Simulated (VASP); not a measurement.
Write the native input for VASP 6.6.1 that does the following.

```
Task                    : single point
Functional              : PBE
Potentials or basis     : VASP PAW PBE potentials, release 64 (Ca_sv, H)
Cutoff                  : 520 eV
k mesh                  : 8 × 8 × 10
Occupations             : gaussian, width 0.1 eV
Spin                    : no spin polarisation
Dipole correction       : no
k mesh for the DOS      : 12 × 12 × 15
Occupations for the DOS : tetrahedron
Further INCAR settings  : ALGO = Normal; EDIFF = 1e-06; NBANDS = 23
```

The system is CaH3.

```
Ca H
1.0
     5.63497    0.00000    0.00000
     0.00000    5.63497    0.00000
     0.00000    0.00000    4.26131
Ca H
2 6
Direct
  0.50000 0.50000 0.00000
  0.00000 0.00000 0.00000
  0.94416 0.44416 0.00000
  0.55584 0.94416 0.00000
  0.50000 0.50000 0.50000
  0.05584 0.55584 0.00000
  0.44416 0.05584 0.00000
  0.00000 0.00000 0.50000
```

These files were run (other wordings do the same):

POSCAR

```
CaH3
1.0
    5.6349685577      0.0000000000      0.0000000000
    0.0000000000      5.6349685577      0.0000000000
    0.0000000000      0.0000000000      4.2613132154
Ca H
2 6
Direct
    0.5000000000      0.5000000000      0.0000000000
    0.0000000000      0.0000000000      0.0000000000
    0.9441591185      0.4441591185      0.0000000000
    0.5558408815      0.9441591185      0.0000000000
    0.5000000000      0.5000000000      0.5000000000
    0.0558408815      0.5558408815      0.0000000000
    0.4441591185      0.0558408815      0.0000000000
    0.0000000000      0.0000000000      0.5000000000
```

INCAR.step1

```
SYSTEM = CaH3
PREC = Accurate ; ENCUT = 520
EDIFF = 1E-6 ; ISMEAR = 0
SIGMA = 0.1 ; LREAL = .FALSE.
LASPH = .TRUE. ; NELM = 80
ALGO = Normal ; ISIF = 2
LWAVE = .FALSE. ; LCHARG = .TRUE.
GGA = PE ; NBANDS = 23
```

KPOINTS.step1

```
Automatic mesh
0
G
  8 8 10
  0 0 0
```

INCAR.step2

```
SYSTEM = CaH3
PREC = Accurate ; ENCUT = 520
EDIFF = 1E-6 ; ISMEAR = -5
SIGMA = 0.1 ; LREAL = .FALSE.
LASPH = .TRUE. ; NELM = 80
ALGO = Normal ; ISIF = 2
LWAVE = .FALSE. ; LCHARG = .FALSE.
GGA = PE ; LORBIT = 11
NBANDS = 23 ; NEDOS = 1001
ICHARG = 11
```

KPOINTS.step2

```
Automatic mesh
0
G
  12 12 15
  0 0 0
```

Potentials or basis: VASP PAW PBE potentials, release 64 (Ca_sv, H).

Run with:

```bash
$ cat potpaw_PBE.64/Ca_sv/POTCAR potpaw_PBE.64/H/POTCAR > POTCAR
$ cp INCAR.step1 INCAR
$ cp KPOINTS.step1 KPOINTS
$ mpirun -np 1 vasp_std > vasp.out
$ cp INCAR.step2 INCAR
$ cp KPOINTS.step2 KPOINTS
$ mpirun -np 1 vasp_std > vasp.out
```

It gave:

- Valence electrons inside the program's atomic spheres: Ca 8.15; H 0.56, 0.55 (each value once)

Wall time 12 min on 1 thread of Oxide Virtual Turin-like Processor, on a shared host, peak memory 0.61 GiB.
